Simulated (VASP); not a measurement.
A run of VASP 6.6.1:

File INCAR:

```
SYSTEM = AgCl
PREC = Accurate ; ENCUT = 520
EDIFF = 1E-7 ; ISMEAR = -1
SIGMA = 0.03 ; LREAL = .False.
LASPH = .True. ; NELM = 100
ALGO = Normal ; ISIF = 2
LWAVE = .False. ; LCHARG = .True.
GGA = PE ; LELF = .True.
LVHAR = .True. ; NBANDS = 26
```

KPOINTS

```
Automatic mesh
0
Gamma
  9 9 8
  0 0 0
```

Contents of POSCAR:

```
AgCl
1.0
    1.8896188000     -5.6121611882      0.0000000000
    1.8896188000      5.6121611882      0.0000000000
    0.0000000000      0.0000000000      3.9240373500
Ag Cl
2 2
Direct
    0.3965554000      0.6034446000      0.7500000000
    0.6034446000      0.3965554000      0.2500000000
    0.8654487300      0.1345512700      0.2500000000
    0.1345512700      0.8654487300      0.7500000000
```

Potentials or basis: VASP PAW PBE potentials, release 64 (Ag, Cl).

Run with:

```bash
$ cat potpaw_PBE.64/Ag/POTCAR potpaw_PBE.64/Cl/POTCAR > POTCAR
$ mpirun -np 1 vasp_std > vasp.out
```

Hardware: 1 thread of Intel(R) Xeon(R) Platinum 8488C (Sapphire Rapids) (shared host).

Problem. How long does it take, and how much memory?

Solution. Wall time 3.4 min on 1 thread of Intel(R) Xeon(R) Platinum 8488C (Sapphire Rapids), on a shared host, peak memory 0.39 GiB. Counts: scf iterations 15, k points 125.
